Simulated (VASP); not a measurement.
Tl: single point with PBE

Tl:

```xyz
2
Lattice="3.1795 0.0000 0.0000 -1.5898 2.7535 0.0000 0.0000 0.0000 5.0830" Properties=species:S:1:pos:R:3 pbc="T T T"
Tl    0.0000    1.8357    1.2708
Tl    1.5898    0.9178    3.8123
```

This cell differs from its parent crystal: strain -0.080 along x and y, -0.080 along z.

```yaml
Program: VASP 6.6.1
Task: single point
Functional: PBE
Potentials_or_basis: VASP PAW PBE potentials, release 64 (Tl_d)
Cutoff: 520 eV
k_mesh: 18 × 18 × 10
Occupations: gaussian, width 0.15 eV
Spin: no spin polarisation
```

```
Pressure               : 23.3 GPa
Band gap on the k mesh : zero (bands 13 and 14 overlap by 7.74 eV)
```

Stress tensor (GPa, compression positive):
```
22.77  0.00  0.00
 0.00 22.77  0.00
 0.00  0.00 24.40
```

Levels at points of the mesh, in eV from the Fermi level:
| k point | band 10 | band 11 | band 12 | band 13 | band 14 | band 15 | band 16 | band 17 |
| --- | --- | --- | --- | --- | --- | --- | --- | --- |
| (0.00, 0.00, 0.00) | -11.33 | -11.33 | -5.03 | -4.13 | 9.67 | 9.67 | 10.55 | 11.90 |
| (0.50, 0.00, 0.00) | -11.23 | -6.13 | -5.41 | -0.23 | 0.37 | 1.28 | 4.20 | 4.39 |
| (0.00, 0.00, 0.50) | -11.52 | -10.24 | -10.24 | 4.20 | 4.20 | 10.71 | 10.71 | 10.79 |
| (0.50, 0.00, 0.50) | -11.26 | -4.69 | -4.69 | -3.26 | -3.26 | 6.46 | 6.46 | 7.42 |

Wall time 43 s on 1 thread of Intel(R) Xeon(R) 6975P-C (Granite Rapids) (shared host), peak memory 0.27 GiB.

Caveat: the cell differs from its parent crystal (strain -0.080 along x and y, -0.080 along z); the cell stands under pressure; spin-orbit coupling is left out, which moves the levels of the heavy elements.
